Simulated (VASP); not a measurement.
# MgF2 (P4_2/mnm) in VASP: further runs, part 2 of 2

VASP 6.6.1. Earlier steps stand in the parts before.

## (3) Single point, PBE (11.15 Å³/atom)

This run uses another cell than the first one, of 11.15 Å³/atom.

File INCAR:

```
PREC = Accurate
ENCUT = 600
EDIFF = 1E-6
ISMEAR = 0
SIGMA = 0.05
LREAL = F
LASPH = T
NELM = 120
ALGO = Normal
ISIF = 2
LWAVE = F
LCHARG = F
GGA = PE
NBANDS = 25
GGA_COMPAT = F
```

File KPOINTS:

```
Automatic mesh
0
Gamma
  6 6 10
```

File POSCAR:

```
MgF2
1.0
    4.6630642280      0.0000000000      0.0000000000
    0.0000000000      4.6630642280      0.0000000000
    0.0000000000      0.0000000000      3.0762688957
Mg F
2 4
Direct
    0.0000000000      0.0000000000      0.0000000000
    0.5000000000      0.5000000000      0.5000000000
    0.3031654380      0.3031654380      0.0000000000
    0.1968345620      0.8031654380      0.5000000000
    0.6968345620      0.6968345620      0.0000000000
    0.8031654380      0.1968345620      0.5000000000
```

Potentials or basis: VASP PAW PBE potentials, release 64 (Mg, F).

The run is started by

```
$ cat potpaw_PBE.64/Mg/POTCAR potpaw_PBE.64/F/POTCAR > POTCAR
$ mpirun -np 1 vasp_std > vasp.out
```

OUTCAR:

```text
PREC = Accurate
   ENCUT = 600
   EDIFF = 1E-6
   ISMEAR = 0
   LREAL = F
   LASPH = T
   NELM = 120
   ISIF = 2
   GGA = PE

 ion  position               nearest neighbor table
   1  0.000  0.000  0.000-   3 2.00   5 2.00   4 2.01   6 2.01   4 2.01   6 2.01   2 3.64   2 3.64
                             2 3.64   2 3.64   2 3.64   2 3.64   2 3.64   2 3.64
   2  0.500  0.500  0.500-   4 2.00   6 2.00   5 2.01   3 2.01   3 2.01   5 2.01   1 3.64   1 3.64
                             1 3.64   1 3.64   1 3.64   1 3.64   1 3.64   1 3.64
   3  0.303  0.303  0.000-   1 2.00   2 2.01   2 2.01
   4  0.197  0.803  0.500-   2 2.00   1 2.01   1 2.01
   5  0.697  0.697  0.000-   1 2.00   2 2.01   2 2.01
   6  0.803  0.197  0.500-   2 2.00   1 2.01   1 2.01

  LATTYP: Found a simple tetragonal cell.
 ALAT       =     4.6630642280
 C/A-ratio  =     0.6597097413

  Lattice vectors:

 A1 = (   4.6630642280,   0.0000000000,   0.0000000000)
 A2 = (   0.0000000000,   4.6630642280,   0.0000000000)
 A3 = (   0.0000000000,   0.0000000000,   3.0762688957)

Analysis of symmetry for initial positions (statically):
=====================================================================
 Subroutine PRICEL returns:
 Original cell was already a primitive cell.

 Routine SETGRP: Setting up the symmetry group for a
 simple tetragonal supercell.

 Subroutine GETGRP returns: Found 16 space group operations
 (whereof  8 operations were pure point group operations)
 out of a pool of 16 trial point group operations.

The static configuration has the point symmetry D_2h.
 The point group associated with its full space group is D_4h.

Analysis of symmetry for dynamics (positions and initial velocities):
=====================================================================
 Subroutine PRICEL returns:
 Original cell was already a primitive cell.

 Routine SETGRP: Setting up the symmetry group for a
 simple tetragonal supercell.

 Subroutine GETGRP returns: Found 16 space group operations
 (whereof  8 operations were pure point group operations)
 out of a pool of 16 trial point group operations.

The dynamic configuration has the point symmetry D_2h.
 The point group associated with its full space group is D_4h.

 Subroutine INISYM returns: Found 16 space group operations
 (whereof  8 operations are pure point group operations),
 and found     1 'primitive' translations

----------------------------------------------------------------------------------------

                                     Primitive cell

  volume of cell :      66.8909

  direct lattice vectors                    reciprocal lattice vectors
     4.663064228  0.000000000  0.000000000     0.214451260  0.000000000  0.000000000
     0.000000000  4.663064228  0.000000000     0.000000000  0.214451260  0.000000000
     0.000000000  0.000000000  3.076268896     0.000000000  0.000000000  0.325069113

  length of vectors
     4.663064228  4.663064228  3.076268896     0.214451260  0.214451260  0.325069113

  position of ions in fractional coordinates (direct lattice)
     0.000000000  0.000000000  0.000000000
     0.500000000  0.500000000  0.500000000
     0.303165438  0.303165438  0.000000000
     0.196834562  0.803165438  0.500000000
     0.696834562  0.696834562  0.000000000
[... 33 lines left out ...]
 ===========================================

 Found     60 irreducible k-points:

 Following reciprocal coordinates:
            Coordinates               Weight
  0.000000  0.000000  0.000000      1.000000
  0.166667  0.000000  0.000000      4.000000
  0.333333  0.000000  0.000000      4.000000
  0.500000  0.000000  0.000000      2.000000
  0.166667  0.166667  0.000000      4.000000
  0.333333  0.166667  0.000000      8.000000
[... 16 lines left out ...]
  0.333333  0.000000  0.200000      8.000000
  0.500000  0.000000  0.200000      4.000000
 [... further k-points ...]
   k-points           NKPTS =     60   k-points in BZ     NKDIM =     60   number of bands    NBANDS=     25
   number of dos      NEDOS =    301   number of ions     NIONS =      6
   total plane-waves  NPLWV =  44800
   dimension x,y,z NGX =    40 NGY =   40 NGZ =   28
   dimension x,y,z NGXF=    80 NGYF=   80 NGZF=   56
   ions per type =               2   4
   NGX,Y,Z   is equivalent  to a cutoff of  14.26, 14.26, 15.13 a.u.
   NGXF,Y,Z  is equivalent  to a cutoff of  28.52, 28.52, 30.26 a.u.
 SYSTEM =  unknown system
   PREC   = accura    normal or accurate (medium, high low for compatibility)
   ISTART =      0    job   : 0-new  1-cont  2-samecut
   ICHARG =      2    charge: 1-file 2-atom 10-const
   ISPIN  =      1    spin polarized calculation?
   LNONCOLLINEAR =      F non collinear calculations
   LSORBIT =      F    spin-orbit coupling
   LASPH  =      T    aspherical Exc in radial PAW
   ENCUT  =  600.0 eV  44.10 Ry    6.64 a.u.   9.31  9.31  6.14*2*pi/ulx,y,z
   NELM   =    120;   NELMIN=  2; NELMDL= -5     # of ELM steps
   EDIFF  = 0.1E-05   stopping-criterion for ELM
   LREAL  =      F    real-space projection
   EDIFFG = 0.1E-04   stopping-criterion for IOM
   NSW    =      0    number of steps for IOM
   IBRION =     -1    ionic relax: 0-MD 1-quasi-New 2-CG
   NFREE  =      0    steps in history (QN), initial steepest desc. (CG)
   ISIF   =      2    stress and relaxation
   ISYM   =      2    0-nonsym 1-usesym 2-fastsym
   POTIM  = 0.5000    time-step for ionic-motion
   TEBEG  =    0.0;   TEEND  =   0.0 temperature during run
   PSTRESS=    0.0 pullay stress
   NELECT =      32.0000    total number of electrons
   NUPDOWN=      -1.0000    fix difference up-down
   EMIN   =  10.00;   EMAX   =-10.00  energy-range for DOS
   EFERMI =   0.00;   METHOD = LEGACY
   ISMEAR =     0;   SIGMA  =   0.05  broadening in eV -4-tet -1-fermi 0-gaus
   EFERMI_NEDOS =   21; number of points for ismear=-14 and -15
   IALGO  =     38    algorithm
   IMIX   =      4    mixing-type and parameters
     AMIX     =   0.40;   BMIX     =  1.00
     AMIX_MAG =   1.60;   BMIX_MAG =  1.00
  volume/ion in A,a.u.               =      11.15        75.23
  Fermi-wavevector in a.u.,A,eV,Ry     =   1.280371  2.419550 22.304706  1.639350
  Thomas-Fermi vector in A             =   2.412803
   LORBIT       =      0    0 simple, 1 ext, 2 COOP (PROOUT), +10 PAW based schemes
   GGA     = PE    functional components
   LHFCALC =     F    Hartree Fock is set to
   AEXX    =    0.0000 exact exchange contribution
   IVDW    =     0    specifies the selected vdW correction
   LEPSILON=     F    determine dielectric tensor
   LRPA    =     F    only Hartree local field effects (RPA)
 non-spin polarized calculation
 Gauss-broadening in eV      SIGMA  =   0.05
  energy-cutoff  :      600.00
  volume of cell :       66.89
 maximum number of plane-waves:      2268
 NGX is ok and might be reduce to    40
   NGX = 19   NGY = 19   NGZ = 13

 number of electron      32.0000005 magnetization

 Free energy of the ion-electron system (eV)
  ---------------------------------------------------
  ext. energy  EPLUGINS =         0.00000000
  ---------------------------------------------------
  free energy    TOTEN  =       -31.54852639 eV

  energy without entropy =      -31.54852639  energy(sigma->0) =      -31.54852639

 E-fermi :  -1.0829     XC(G=0):  -9.6136

 val. band max:       -1.3592185929   @ k =   0.0000   0.0000   0.0000
 cond. band min:       5.5688000271   @ k =   0.0000   0.0000   0.0000
 fundamental gap:      6.9280186200
 Fermi energy:        -1.0829329551

 k-point     1 :       0.0000    0.0000    0.0000
  band No.  band energies     occupation
      1     -22.0170      2.00000
      2     -21.2592      2.00000
      3     -21.2592      2.00000
      4     -21.1729      2.00000
      5      -5.3426      2.00000
      6      -3.7587      2.00000
[... 661 lines left out ...]
     24      15.0049      0.00000
     25      16.3717      0.00000

 [... further k-points ...]
[... 5 lines left out ...]
  --------------------------------------------------------------------------------------
  -------------------------------------------------------------------------------------
  Total        0.3939064      0.3939064      0.3521139     -0.0000000      0.0000000      0.0000000
  in kB        9.4348834      9.4348834      8.4338659     -0.0000000      0.0000000      0.0000000
  external PRESSURE =       9.1012109 kB  Pullay stress =       0.0000000 kB

 VOLUME and BASIS-vectors are now :
 -----------------------------------------------------------------------------
  energy-cutoff  :      600.00
  volume of cell :       66.89
      direct lattice vectors                 reciprocal lattice vectors
     4.663064228  0.000000000  0.000000000     0.214451260  0.000000000  0.000000000
     0.000000000  4.663064228  0.000000000     0.000000000  0.214451260  0.000000000
     0.000000000  0.000000000  3.076268896     0.000000000  0.000000000  0.325069113

 POSITION                                       TOTAL-FORCE (eV/Angst)
 -----------------------------------------------------------------------------------
      0.00000      0.00000      0.00000        -0.000000     -0.000000     -0.000000
      2.33153      2.33153      1.53813        -0.000000     -0.000000     -0.000000
      1.41368      1.41368      0.00000         0.001052      0.001052     -0.000000
      0.91785      3.74521      1.53813        -0.001052      0.001052     -0.000000
      3.24938      3.24938      0.00000        -0.001052     -0.001052      0.000000
      3.74521      0.91785      1.53813         0.001052     -0.001052      0.000000
 -----------------------------------------------------------------------------------
    total drift:                                0.000000     -0.000000     -0.000000

  FREE ENERGIE OF THE ION-ELECTRON SYSTEM (eV)
  ---------------------------------------------------
  free  energy   TOTEN  =       -31.5485263920 eV

  energy  without entropy=      -31.5485263920  energy(sigma->0) =      -31.54852639
```

Run time: 52 s. Hardware: 1 thread of Intel Xeon Platinum 8559C (Emerald Rapids), shared host; peak memory 0.25 GiB.

Results:

```
Free energy            : -31.5485 eV
Pressure               : 0.9 GPa
Band gap on the k mesh : 6.93 eV
```

A k mesh can miss the band edges.

## (4) Single point, PBE

This run uses another cell than the first one, of 11.38 Å³/atom.

INCAR is that of step 3.

KPOINTS is that of step 3.

File POSCAR:

```
MgF2
1.0
    4.6979584702      0.0000000000      0.0000000000
    0.0000000000      4.6979584702      0.0000000000
    0.0000000000      0.0000000000      3.0925922753
Mg F
2 4
Direct
    0.0000000000      0.0000000000      0.0000000000
    0.5000000000      0.5000000000      0.5000000000
    0.3035651231      0.3035651231      0.0000000000
    0.1964348769      0.8035651231      0.5000000000
    0.6964348769      0.6964348769      0.0000000000
    0.8035651231      0.1964348769      0.5000000000
```

The run is started by

```
$ cat potpaw_PBE.64/Mg/POTCAR potpaw_PBE.64/F/POTCAR > POTCAR
$ mpirun -np 1 vasp_std > vasp.out
```

Run time: 52 s. Hardware: 1 thread of Intel Xeon Platinum 8559C (Emerald Rapids), shared host; peak memory 0.25 GiB.

Results (log left out):

```yaml
Free_energy: -31.5529 eV
Pressure: -1.0 GPa
Band_gap_on_the_k_mesh: 6.80 eV
```

Forces on the atoms (eV/Å):
```
Mg   0.000  0.000  0.000
Mg   0.000  0.000  0.000
F    0.002  0.002  0.000
F   -0.002  0.002  0.000
F   -0.002 -0.002  0.000
F    0.002 -0.002  0.000
```

Stress tensor (GPa, compression positive):
```
-0.95  0.00  0.00
 0.00 -0.95  0.00
 0.00  0.00 -1.05
```

Levels at points of the mesh, in eV from the valence-band top:
```csv
k point,band 12,band 13,band 14,band 15,band 16,band 17,band 18,band 19,band 20,band 21
"(0.00, 0.00, 0.00)",-1.17,-0.72,-0.31,-0.31,0.00,6.80,11.96,11.96,13.43,14.13
"(0.50, 0.00, 0.00)",-1.31,-0.95,-0.95,-0.36,-0.36,9.15,9.15,13.18,13.18,15.15
"(0.50, 0.50, 0.00)",-1.22,-0.91,-0.91,-0.72,-0.72,10.74,10.74,10.99,10.99,17.13
"(0.00, 0.00, 0.50)",-1.38,-1.06,-1.06,-0.80,-0.80,11.47,11.47,14.66,14.66,15.19
"(0.50, 0.00, 0.50)",-1.29,-0.70,-0.70,-0.62,-0.62,12.41,12.41,13.01,13.01,15.48
"(0.50, 0.50, 0.50)",-1.35,-0.57,-0.57,-0.47,-0.47,12.81,12.81,13.08,13.08,14.27
```

## (5) Summary

| cell | gap on the mesh (eV) | pressure (GPa) |
| --- | --- | --- |
| a = 4.628, b = 4.628, c = 3.059 Å, 6 atoms | 7.07 | 3.0 |
| a = 4.663, b = 4.663, c = 3.076 Å, 6 atoms | 6.93 | 0.9 |
| a = 4.698, b = 4.698, c = 3.093 Å, 6 atoms | 6.80 | -1.0 |

Alike in all rows: task single point; level PBE; potentials or basis VASP PAW PBE potentials, release 64 (Mg, F); no spin polarisation; k mesh 6 × 6 × 10; cutoff (eV) 600; smearing gaussian 0.05 eV.

Caveats: the cell stands under pressure (at least some runs).

Absolute energies hang on the potentials; compare differences alone.
